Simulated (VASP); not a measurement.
# La2MoF (P-3m1) in VASP: notebook

The runs below take La2MoF through single point, with PBE.

All numbers are computed with VASP 6.6.1; they aren't measurements. Logs are shortened: lines on timing, memory, paths and dates and some standing lists are left out, and cuts for length are marked.

## 1. The cell of the first run

The structure is trigonal, space group P-3m1 (No. 164). Conventional cell: a = 3.581 Å, b = 3.581 Å, c = 8.113 Å, α = 90.00°, β = 90.00°, γ = 120.00°. La (site symmetry 3m) has 3 F at 2.81 Å and 3 Mo at 2.99 Å and 6 La at 3.58 Å within 3.7 Å. Mo (site symmetry -3m) has 6 La at 2.99 Å and 6 Mo at 3.58 Å within 3.9 Å. Within 3.7 Å of F (site symmetry -3m) lie 6 La at 2.81 Å and 6 F at 3.58 Å.

The cell was generated, and may not be a known phase.

## 2. Single point, PBE

The input, INCAR:

```
PREC = Accurate
ENCUT = 520
EDIFF = 1E-6
ISMEAR = 0
SIGMA = 0.1
LREAL = F
LASPH = T
NELM = 80
ALGO = Normal
ISIF = 2
LWAVE = F
LCHARG = F
GGA = PE
NBANDS = 30
```

The input, KPOINTS:

```
regular mesh
0
Gamma
  12 12 6
```

The input, POSCAR:

```
La2MoF
1.0
    3.5805152532      0.0000000000      0.0000000000
   -1.7902576266      3.1008171679      0.0000000000
    0.0000000000      0.0000000000      8.1133383459
La Mo F
2 1 1
Direct
    0.3333333333      0.6666666667      0.2659474281
    0.6666666667      0.3333333333      0.7340525719
    0.0000000000      0.0000000000      0.0000000000
    0.0000000000      0.0000000000      0.5000000000
```

Potentials or basis: VASP PAW PBE potentials, release 64 (La, Mo_sv, F).

Started as:

```
$ cat potpaw_PBE.64/La/POTCAR potpaw_PBE.64/Mo_sv/POTCAR potpaw_PBE.64/F/POTCAR > POTCAR
$ mpirun -np 1 vasp_std > vasp.out
```

OUTCAR:

```text
PREC = Accurate
   ENCUT = 520
   EDIFF = 1E-6
   ISMEAR = 0
   LREAL = F
   LASPH = T
   NELM = 80
   ISIF = 2
   GGA = PE

 ion  position               nearest neighbor table
   1  0.333  0.667  0.266-   3 2.99   3 2.99   3 2.99
   2  0.667  0.333  0.734-   3 2.99   3 2.99   3 2.99
   3  0.000  0.000  0.000-   1 2.99   2 2.99   1 2.99   2 2.99   2 2.99   1 2.99
   4  0.000  0.000  0.500-

  LATTYP: Found a hexagonal cell.
 ALAT       =     3.5805152532
 C/A-ratio  =     2.2659694966

  Lattice vectors:

 A1 = (   3.5805152532,   0.0000000000,   0.0000000000)
 A2 = (  -1.7902576266,   3.1008171679,   0.0000000000)
 A3 = (   0.0000000000,   0.0000000000,   8.1133383459)

Analysis of symmetry for initial positions (statically):
=====================================================================
 Subroutine PRICEL returns:
 Original cell was already a primitive cell.

 Routine SETGRP: Setting up the symmetry group for a
 hexagonal supercell.

 Subroutine GETGRP returns: Found 12 space group operations
 (whereof 12 operations were pure point group operations)
 out of a pool of 24 trial point group operations.

The static configuration has the point symmetry D_3d.

Analysis of symmetry for dynamics (positions and initial velocities):
=====================================================================
 Subroutine PRICEL returns:
 Original cell was already a primitive cell.

 Routine SETGRP: Setting up the symmetry group for a
 hexagonal supercell.

 Subroutine GETGRP returns: Found 12 space group operations
 (whereof 12 operations were pure point group operations)
 out of a pool of 24 trial point group operations.

The dynamic configuration has the point symmetry D_3d.

 Subroutine INISYM returns: Found 12 space group operations
 (whereof 12 operations are pure point group operations),
 and found     1 'primitive' translations

----------------------------------------------------------------------------------------

                                     Primitive cell

  volume of cell :      90.0785

  direct lattice vectors                    reciprocal lattice vectors
     3.580515253  0.000000000  0.000000000     0.279289412  0.161247817  0.000000000
    -1.790257627  3.100817168  0.000000000     0.000000000  0.322495634  0.000000000
     0.000000000  0.000000000  8.113338346     0.000000000  0.000000000  0.123253827

  length of vectors
     3.580515253  3.580515253  8.113338346     0.322495634  0.322495634  0.123253827

  position of ions in fractional coordinates (direct lattice)
     0.333333333  0.666666667  0.265947428
     0.666666667  0.333333333  0.734052572
     0.000000000  0.000000000  0.000000000
     0.000000000  0.000000000  0.500000000

  ion indices of the primitive-cell ions
   primitive index   ion index
                 1           1
                 2           2
                 3           3
                 4           4

----------------------------------------------------------------------------------------

 KPOINTS: regular mesh

Automatic generation of k-mesh.
 Grid dimensions read from file:
 generate k-points for:   12   12    6

 Generating k-lattice:

  Cartesian coordinates                     Fractional coordinates (reciprocal lattice)
     0.023274118  0.013437318  0.000000000     0.083333333 -0.000000000  0.000000000
     0.000000000  0.026874636  0.000000000     0.000000000  0.083333333  0.000000000
     0.000000000  0.000000000  0.020542304     0.000000000  0.000000000  0.166666667

  Length of vectors
     0.026874636  0.026874636  0.020542304

  Shift w.r.t. Gamma in fractional coordinates (k-lattice)
     0.000000000  0.000000000  0.000000000

 Subroutine IBZKPT returns following result:
 ===========================================

 Found    100 irreducible k-points:

 Following reciprocal coordinates:
            Coordinates               Weight
  0.000000  0.000000  0.000000      1.000000
  0.083333 -0.000000  0.000000      6.000000
  0.166667 -0.000000  0.000000      6.000000
  0.250000 -0.000000  0.000000      6.000000
  0.333333 -0.000000  0.000000      6.000000
  0.416667  0.000000  0.000000      6.000000
[... 16 lines left out ...]
  0.166667 -0.000000  0.166667      6.000000
  0.000000  0.166667  0.166667      6.000000
 [... further k-points ...]
   k-points           NKPTS =    100   k-points in BZ     NKDIM =    100   number of bands    NBANDS=     30
   number of dos      NEDOS =    301   number of ions     NIONS =      4
   total plane-waves  NPLWV =  47040
   dimension x,y,z NGX =    28 NGY =   28 NGZ =   60
   dimension x,y,z NGXF=    56 NGYF=   56 NGZF=  120
   ions per type =               2   1   1
   NGX,Y,Z   is equivalent  to a cutoff of  13.00, 13.00, 12.29 a.u.
   NGXF,Y,Z  is equivalent  to a cutoff of  26.00, 26.00, 24.59 a.u.
 SYSTEM =  unknown system
   PREC   = accura    normal or accurate (medium, high low for compatibility)
   ISTART =      0    job   : 0-new  1-cont  2-samecut
[... 38 lines left out ...]
 non-spin polarized calculation
 Gauss-broadening in eV      SIGMA  =   0.10
  energy-cutoff  :      520.00
  volume of cell :       90.08
 maximum number of plane-waves:      2460
 NGX is ok and might be reduce to    28
   NGX = 13   NGY = 13   NGZ = 31

 number of electron      42.9999987 magnetization

 Free energy of the ion-electron system (eV)
  ---------------------------------------------------
  ext. energy  EPLUGINS =         0.00000000
  ---------------------------------------------------
  free energy    TOTEN  =       -25.84321819 eV

  energy without entropy =      -25.82559439  energy(sigma->0) =      -25.83440629

 E-fermi :   9.0172     XC(G=0): -10.6038

 val. band max:        9.0160342641   @ k =   0.0000   0.1667   0.1667
 cond. band min:       9.0191083424   @ k =   0.0000   0.1667   0.3333
 fundamental gap:      0.0030740782
 Fermi energy:         9.0171796756

 k-point     1 :       0.0000    0.0000    0.0000
  band No.  band energies     occupation
      1     -50.8997      2.00000
      2     -25.0297      2.00000
      3     -25.0297      2.00000
      4     -25.0297      2.00000
      5     -23.4617      2.00000
      6     -23.3215      2.00000
[... 22 lines left out ...]
     29      11.2593      0.00000
     30      11.2731      0.00000

 k-point     2 :       0.0833   -0.0000    0.0000
  band No.  band energies     occupation
      1     -50.8993      2.00000
      2     -25.0387      2.00000
      3     -25.0314      2.00000
      4     -25.0236      2.00000
      5     -23.4432      2.00000
      6     -23.3133      2.00000
[... 22 lines left out ...]
     29      11.2808      0.00000
     30      11.2967      0.00000

 k-point     3 :       0.1667   -0.0000    0.0000
  band No.  band energies     occupation
      1     -50.8979      2.00000
      2     -25.0627      2.00000
      3     -25.0360      2.00000
      4     -25.0070      2.00000
      5     -23.3927      2.00000
      6     -23.2902      2.00000
[... 22 lines left out ...]
     29      11.3388      0.00000
     30      11.3422      0.00000

 k-point     4 :       0.2500   -0.0000    0.0000
  band No.  band energies     occupation
      1     -50.8961      2.00000
      2     -25.0946      2.00000
      3     -25.0422      2.00000
      4     -24.9846      2.00000
      5     -23.3242      2.00000
      6     -23.2569      2.00000
[... 22 lines left out ...]
     29      11.3801      0.00000
     30      11.5102      0.00000

 k-point     5 :       0.3333   -0.0000    0.0000
  band No.  band energies     occupation
      1     -50.8943      2.00000
      2     -25.1256      2.00000
      3     -25.0484      2.00000
      4     -24.9626      2.00000
      5     -23.2586      2.00000
      6     -23.2190      2.00000
[... 22 lines left out ...]
     29      11.4133      0.00000
     30      11.4343      0.00000
[... 526 lines left out ...]
     29      11.3342      0.00000
     30      11.4005      0.00000

 k-point    22 :       0.0000    0.0833    0.1667
  band No.  band energies     occupation
      1     -50.8993      2.00000
      2     -25.0387      2.00000
      3     -25.0314      2.00000
      4     -25.0238      2.00000
      5     -23.4365      2.00000
      6     -23.3198      2.00000
[... 22 lines left out ...]
     29      11.3054      0.00000
     30      11.3364      0.00000

 k-point    23 :       0.1667   -0.0000    0.1667
  band No.  band energies     occupation
      1     -50.8979      2.00000
      2     -25.0627      2.00000
      3     -25.0360      2.00000
      4     -25.0072      2.00000
      5     -23.3862      2.00000
      6     -23.2966      2.00000
[... 22 lines left out ...]
     29      11.3657      0.00000
     30      11.4154      0.00000

 k-point    24 :       0.0000    0.1667    0.1667
  band No.  band energies     occupation
      1     -50.8979      2.00000
      2     -25.0626      2.00000
      3     -25.0360      2.00000
      4     -25.0072      2.00000
      5     -23.3877      2.00000
      6     -23.2952      2.00000
[... 22 lines left out ...]
     29      11.3498      0.00000
     30      11.4090      0.00000

 [... further k-points ...]
[... 5 lines left out ...]
  --------------------------------------------------------------------------------------
  -------------------------------------------------------------------------------------
  Total       -0.0334618     -0.0334618     -0.0326449     -0.0000000     -0.0000000      0.0000000
  in kB       -0.5951669     -0.5951669     -0.5806375     -0.0000000     -0.0000000      0.0000000
  external PRESSURE =      -0.5903237 kB  Pullay stress =       0.0000000 kB

 VOLUME and BASIS-vectors are now :
 -----------------------------------------------------------------------------
  energy-cutoff  :      520.00
  volume of cell :       90.08
      direct lattice vectors                 reciprocal lattice vectors
     3.580515253  0.000000000  0.000000000     0.279289412  0.161247817  0.000000000
    -1.790257627  3.100817168  0.000000000     0.000000000  0.322495634  0.000000000
     0.000000000  0.000000000  8.113338346     0.000000000  0.000000000  0.123253827

 POSITION                                       TOTAL-FORCE (eV/Angst)
 -----------------------------------------------------------------------------------
     -0.00000      2.06721      2.15772         0.000000     -0.000000      0.009028
      1.79026      1.03361      5.95562        -0.000000      0.000000     -0.009028
      0.00000      0.00000      0.00000        -0.000000      0.000000     -0.000000
      0.00000      0.00000      4.05667        -0.000000      0.000000     -0.000000
 -----------------------------------------------------------------------------------
    total drift:                                0.000000     -0.000000     -0.000000

  FREE ENERGIE OF THE ION-ELECTRON SYSTEM (eV)
  ---------------------------------------------------
  free  energy   TOTEN  =       -25.8432181867 eV

  energy  without entropy=      -25.8255943875  energy(sigma->0) =      -25.83440629
```

Run time: 7.9 min. Hardware: 1 thread of Oxide Virtual Turin-like, shared host; peak memory 0.39 GiB.

What came out:

* Free energy: -25.8432 eV
* Pressure: -0.1 GPa
* Largest force: 0.009 eV/Å
* Band gap on the k mesh: zero (an odd number of electrons rules out a gap without spin polarisation)

Forces on the atoms (eV/Å):
```
La   0.000  0.000  0.009
La   0.000  0.000 -0.009
Mo   0.000  0.000  0.000
F    0.000  0.000  0.000
```

Levels at points of the mesh, in eV from the Fermi level:
| k point | band 19 | band 20 | band 21 | band 22 | band 23 | band 24 |
| --- | --- | --- | --- | --- | --- | --- |
| (0.00, 0.00, 0.00) | -0.97 | -0.52 | -0.52 | -0.38 | -0.38 | 1.35 |
| (0.50, 0.00, 0.00) | -0.70 | -0.65 | -0.28 | 0.34 | 1.16 | 1.61 |
| (0.00, 0.00, 0.50) | -1.40 | -0.49 | -0.49 | -0.35 | -0.35 | 0.96 |
| (0.50, 0.00, 0.50) | -1.17 | -0.47 | -0.35 | -0.25 | 1.59 | 1.62 |

Caveat: spin-orbit coupling is left out, which moves the levels of the heavy elements.

## 3. Single point, PBE, collinear spin

This run uses another cell than the first one, of 19.59 Å³/atom.

The input, INCAR:

```
SYSTEM = La2MoF
PREC     = Accurate       ! precision mode
ENCUT    = 520            ! plane-wave cutoff, eV
EDIFF    = 1E-6           ! SCF threshold, eV
ISMEAR   = 0              ! smearing method
SIGMA    = 0.1            ! smearing width, eV
LREAL    = .False.        ! projectors in reciprocal space
LASPH    = .True.         ! aspherical terms in the spheres
NELM     = 150            ! most SCF steps
ALGO     = Normal         ! electronic algorithm
ISIF     = 2              ! what is computed and relaxed
LWAVE    = .False.        ! write WAVECAR
LCHARG   = .True.         ! write CHGCAR
ISPIN    = 2              ! spin polarisation
MAGMOM   = 0 0 1 0        ! initial moments
LORBIT   = 11             ! projections on sites
LMAXMIX  = 6              ! l up to which the mixer works
GGA      = PE             ! functional
LELF     = .True.         ! ELF
LVHAR    = .True.       
NBANDS   = 34             ! bands
```

The input, KPOINTS:

```
regular mesh
0
Gamma
  6 6 4
  0 0 0
```

The input, POSCAR:

```
La2MoF
1.0
    3.6717716800      0.0000000000      0.0000000000
   -1.8358858400      3.1798475500      0.0000000000
    0.0000000000      0.0000000000      6.7105387000
La Mo F
2 1 1
Direct
    0.3333333300      0.6666666700      0.2332690100
    0.6666666700      0.3333333300      0.7667309900
    0.0000000000      0.0000000000      0.0000000000
    0.0000000000      0.0000000000      0.5000000000
```

Potentials or basis: VASP PAW PBE potentials, release 64 (La, Mo_sv, F).

Started as:

```
$ cat potpaw_PBE.64/La/POTCAR potpaw_PBE.64/Mo_sv/POTCAR potpaw_PBE.64/F/POTCAR > POTCAR
$ mpirun -np 1 vasp_std > vasp.out
```

It took 4.5 min on 1 thread of Oxide Virtual Turin-like, shared host; peak memory 0.26 GiB.

Results (log left out):

```
Free energy                                           : -23.5094 eV
Pressure                                              : 21.4 GPa
Largest force                                         : 3.461 eV/Å
Net moment                                            : 0.00 μB per cell
Valence electrons inside the program's atomic spheres : La 9.10; Mo 13.23; F 6.07
```

Forces in eV/Å, atoms in the order of the input:
```
La   0.000  0.000  3.461
La   0.000  0.000 -3.461
Mo   0.000  0.000  0.000
F    0.000  0.000  0.000
```

Stress tensor (GPa, compression positive):
```
18.32  0.00  0.00
 0.00 18.32  0.00
 0.00  0.00 27.61
```

Levels at points of the mesh, in eV from the Fermi level:
Spin up:
```
           k point  band 20  band 21  band 22  band 23  band 24  band 25
(0.00, 0.00, 0.00)    -2.08    -1.72    -1.72    -1.01     2.04     2.04
(0.50, 0.00, 0.00)    -0.33    -0.09     0.09     0.39     1.36     2.45
(0.00, 0.00, 0.50)    -1.59    -1.59    -1.22    -1.09     1.63     1.72
(0.50, 0.00, 0.50)    -0.53     0.00     0.01     0.09     0.52     2.44
```
Spin down:
```csv
k point,band 18,band 19,band 20,band 21,band 22,band 23,band 24,band 25,band 26,band 27
"(0.00, 0.00, 0.00)",-2.28,-2.28,-2.08,-1.72,-1.72,-1.01,2.04,2.04,2.55,2.71
"(0.50, 0.00, 0.00)",-0.91,-0.84,-0.33,-0.09,0.09,0.39,1.36,2.45,2.52,2.83
"(0.00, 0.00, 0.50)",-2.19,-2.19,-1.58,-1.58,-1.22,-1.09,1.63,1.72,1.72,2.17
"(0.50, 0.00, 0.50)",-0.80,-0.76,-0.53,0.00,0.01,0.09,0.52,2.44,2.86,2.91
```

Caveat: the stress differs along the axes, from 18 to 28 GPa; spin-orbit coupling is left out, which moves the levels of the heavy elements; forces of over 1 eV/Å act on the atoms, so gaps and moduli don't describe the material at rest.

## 4. Single point, PBE, collinear spin

This run uses another cell than the first one, of 22.57 Å³/atom.

The input, INCAR:

```
SYSTEM = La2MoF
  PREC = Accurate
  ENCUT = 520
  EDIFF = 1E-7
  ISMEAR = 0
  SIGMA = 0.1
  LREAL = .FALSE.
  LASPH = .TRUE.
  NELM = 150
  ALGO = Normal
  ISIF = 2
  LWAVE = .FALSE.
  LCHARG = .FALSE.
  ISPIN = 2
  MAGMOM = 0 0 1 0
  LORBIT = 11
  LMAXMIX = 6
  GGA = PE
  NBANDS = 34
```

The input, KPOINTS:

```
regular mesh
0
G
  6 6 4
  0 0 0
```

The input, POSCAR:

```
La2MoF
1.0
    3.6071183412      0.0000000000      0.0000000000
   -1.8035591706      3.1238561180      0.0000000000
    0.0000000000      0.0000000000      8.0110960976
La Mo F
2 1 1
Direct
    0.3333333333      0.6666666667      0.2657561857
    0.6666666667      0.3333333333      0.7342438143
    0.0000000000      0.0000000000      0.0000000000
    0.0000000000      0.0000000000      0.5000000000
```

Started as:

```
$ cat potpaw_PBE.64/La/POTCAR potpaw_PBE.64/Mo_sv/POTCAR potpaw_PBE.64/F/POTCAR > POTCAR
$ mpirun -np 1 vasp_std > vasp.out
```

Run time: 4.9 min. Hardware: 1 thread of Oxide Virtual Turin-like, shared host; peak memory 0.29 GiB.

Results (log left out):

- Free energy: -25.8245 eV
- Pressure: 0.1 GPa
- Largest force: 0.020 eV/Å
- Net moment: 0.00 μB per cell
- Valence electrons inside the program's atomic spheres: La 8.76; Mo 12.47; F 6.07

Forces in eV/Å, atoms in the order of the input:
```
La   0.000  0.000 -0.020
La   0.000  0.000  0.020
Mo   0.000  0.000  0.000
F    0.000  0.000  0.000
```

Stress tensor (GPa, compression positive):
```
0.06 0.00 0.00
0.00 0.06 0.00
0.00 0.00 0.31
```

Levels at points of the mesh, in eV from the Fermi level:
Spin up:
```tsv
k point	band 19	band 20	band 21	band 22	band 23	band 24
(0.00, 0.00, 0.00)	-0.95	-0.58	-0.58	-0.42	-0.42	1.41
(0.50, 0.00, 0.00)	-0.64	-0.57	-0.30	0.39	1.19	1.56
(0.00, 0.00, 0.50)	-1.38	-0.54	-0.54	-0.39	-0.39	0.97
(0.50, 0.00, 0.50)	-1.12	-0.38	-0.33	-0.27	1.57	1.60
```
Spin down:
| k point | band 19 | band 20 | band 21 | band 22 | band 23 | band 24 |
| --- | --- | --- | --- | --- | --- | --- |
| (0.00, 0.00, 0.00) | -0.95 | -0.58 | -0.58 | -0.42 | -0.42 | 1.41 |
| (0.50, 0.00, 0.00) | -0.64 | -0.57 | -0.30 | 0.39 | 1.19 | 1.56 |
| (0.00, 0.00, 0.50) | -1.38 | -0.54 | -0.54 | -0.39 | -0.39 | 0.97 |
| (0.50, 0.00, 0.50) | -1.12 | -0.38 | -0.33 | -0.27 | 1.57 | 1.60 |

Caveat: spin-orbit coupling is left out, which moves the levels of the heavy elements.

## 5. Summary

```csv
spin,cell,k mesh,gap on the mesh (eV),pressure (GPa),moment (μB),largest force (eV/Å)
off,"a = 3.581, b = 3.581, c = 8.113 Å, angles 90.0, 90.0, 120.0°, 4 atoms, atomic positions A",12 × 12 × 6,none,-0.1,-,0.01
collinear,"a = 3.672, b = 3.672, c = 6.711 Å, angles 90.0, 90.0, 120.0°, 4 atoms, atomic positions B",6 × 6 × 4,none,21.4,0.00,3.46
collinear,"a = 3.607, b = 3.607, c = 8.011 Å, angles 90.0, 90.0, 120.0°, 4 atoms, atomic positions C",6 × 6 × 4,none,0.1,0.00,0.02
```

Alike in all rows: task single point; level PBE; potentials or basis VASP PAW PBE potentials, release 64 (La, Mo_sv, F); cutoff (eV) 520; smearing gaussian 0.1 eV.

Caveats: spin-orbit coupling is left out, which moves the levels of the heavy elements; the stress differs along the axes, from 18 to 28 GPa (at least some runs); forces of over 1 eV/Å act on the atoms, so gaps and moduli don't describe the material at rest (at least some runs).

Absolute energies hang on the potentials; compare differences alone.

The gap in the log of VASP goes by the Fermi energy; the results here count the filled bands.